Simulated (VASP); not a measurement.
# HfO2: single point with PBEsol

HfO2:

```
Hf O
1.0
     0.00000    2.62144    2.49356
     2.62144    0.00000    2.49356
     2.62144    2.62144    0.00000
Hf O
1 2
Direct
  0.00000 0.00000 0.00000
  0.25000 0.25000 0.25000
  0.75000 0.75000 0.75000
```

This cell differs from its parent crystal: strain +0.025 along x and y, -0.025 along z.

```yaml
Program: VASP 6.6.1
Task: single point
Functional: PBEsol
Potentials_or_basis: VASP PAW PBE potentials, release 64 (Hf_pv, O)
Cutoff: 520 eV
k_mesh: 8 × 8 × 8
Occupations: gaussian, width 0.05 eV
Spin: no spin polarisation
Dipole_correction: no
Further_INCAR_settings: ALGO = Normal; EDIFF = 1e-07; NBANDS = 18
```

```yaml
Pressure: -18.3 GPa
Band_gap_on_the_k_mesh: 3.03 eV, indirect (least direct gap 3.13 eV)
```

Stress tensor (GPa, compression positive):
```
-25.51   0.00   0.00
  0.00 -25.51   0.00
  0.00   0.00  -3.76
```

Levels at points of the mesh, in eV from the valence-band top:
```csv
k point,band 9,band 10,band 11,band 12,band 13,band 14
"(0.00, 0.00, 0.00)",-1.17,-1.17,-0.51,3.03,3.36,5.03
"(0.50, 0.00, 0.00)",-3.04,-2.20,-2.11,3.86,4.06,6.05
"(0.50, 0.50, 0.00)",-1.96,-1.96,0.00,3.13,4.79,6.21
"(0.50, 0.00, 0.50)",-2.17,-1.31,-0.52,3.08,4.85,5.52
```

It took 47 s on 1 thread of Intel(R) Xeon(R) Platinum 8375C CPU @ 2.90GHz (Ice Lake), on a shared host, peak memory 0.18 GiB.

Caveat: the cell differs from its parent crystal (strain +0.025 along x and y, -0.025 along z); the PAW data sets were made with another functional, which shifts forces and pressure a little; spin-orbit coupling is left out, which moves the levels of the heavy elements. A k mesh can miss the band edges.
